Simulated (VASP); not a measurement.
Write the native input for VASP 6.6.1 that does the following.

| Property | Result |
| --- | --- |
| Task | single point |
| Functional | LDA |
| Potentials or basis | VASP PAW LDA potentials, release 64 (Mg) |
| Cutoff | 520 eV |
| k mesh | 9 × 9 × 8 |
| Occupations | methfessel-paxton, width 0.033 eV |
| Spin | no spin polarisation |
| Dipole correction | no |
| Further INCAR settings | ALGO = Normal; EDIFF = 1e-06; NBANDS = 7 |

The structure of Mg lies in POSCAR:

```
Mg
1.0
    3.0502998005      0.0000000000      0.0000000000
   -1.5251499003      2.6416371164      0.0000000000
    0.0000000000      0.0000000000      3.0448375700
Mg
1
Direct
    0.0000000000      0.0000000000      0.0000000000
```

The input as run:

INCAR

```
ALGO = Normal
EDIFF = 1E-6
ENCUT = 520
ISIF = 2
ISMEAR = 1
LASPH = True
LCHARG = False
LREAL = False
LWAVE = False
NBANDS = 7
NELM = 100
PREC = Accurate
SIGMA = 0.033
```

KPOINTS

```
k-points
0
Gamma
  9 9 8
```

Potentials or basis: VASP PAW LDA potentials, release 64 (Mg).

The run is started by

```sh
$ cat potpaw_LDA.64/Mg/POTCAR > POTCAR
$ mpirun -np 1 vasp_std > vasp.out
```

It gave:

```yaml
Pressure: -0.7 GPa
Band_gap_on_the_k_mesh: zero (band 1 reaches 5.13 eV, above the bottom of band 2 at -0.19 eV)
```

It took 4.9 s on 1 thread of AMD EPYC 7R13 Processor (Zen 3), with other jobs on the host, peak memory 0.1 GiB.
